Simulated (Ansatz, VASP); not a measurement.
# ZrTaS3 in VASP and in Ansatz

```
Zr Ta S
1.0
     4.84206    0.00000    0.00000
     0.00000    4.84206    0.00000
     0.00000    0.00000    4.84206
Zr Ta S
1 1 3
Direct
  0.00000 0.00000 0.00000
  0.50000 0.50000 0.50000
  0.00000 0.50000 0.50000
  0.50000 0.00000 0.50000
  0.50000 0.50000 0.00000
```

Change from the starting cell: species swapped into the CsPbBr3 type (Pm-3m, No. 221).

Alike in both runs: task single point; functional PBE; k mesh 4 × 4 × 4; occupations gaussian, width 0.1 eV; collinear spin.

|  | VASP | Ansatz |
| --- | --- | --- |
| version | VASP 6.6.1 | Ansatz 0.2.0 |
| potentials or method | VASP PAW PBE potentials, release 64 (Zr_sv, Ta_pv, S), cutoff 520 eV | scalar-relativistic, plane waves, PAW |
| valence electrons in the cell | 41 | 43 |

Ansatz gave:

| Item | Value |
| --- | --- |
| gap on the k mesh at the Fermi level (eV) | none |
| pressure (GPa) | -5.2 |
| net moment per atom (μB) | 0.48 |
| size of the moment on the site where the two differ most (μB) | 1.49 |

Q: Estimate VASP's values.

A: gap on the k mesh at the Fermi level (eV): none; pressure (GPa): -6.9; net moment per atom (μB): 0.00; size of the moment on the site where the two differ most (μB): 0.00.

The net moments are unlike, so the other rows may belong to different states. Site moments also hang on the region over which each program counts them. A gap of «none» marks a metal or a gap that the smearing closes. VASP's potentials hold 41 valence electrons a cell and Ansatz's 43, so a difference there can come from the potentials and not from the codes.

Spin-orbit coupling is off throughout.
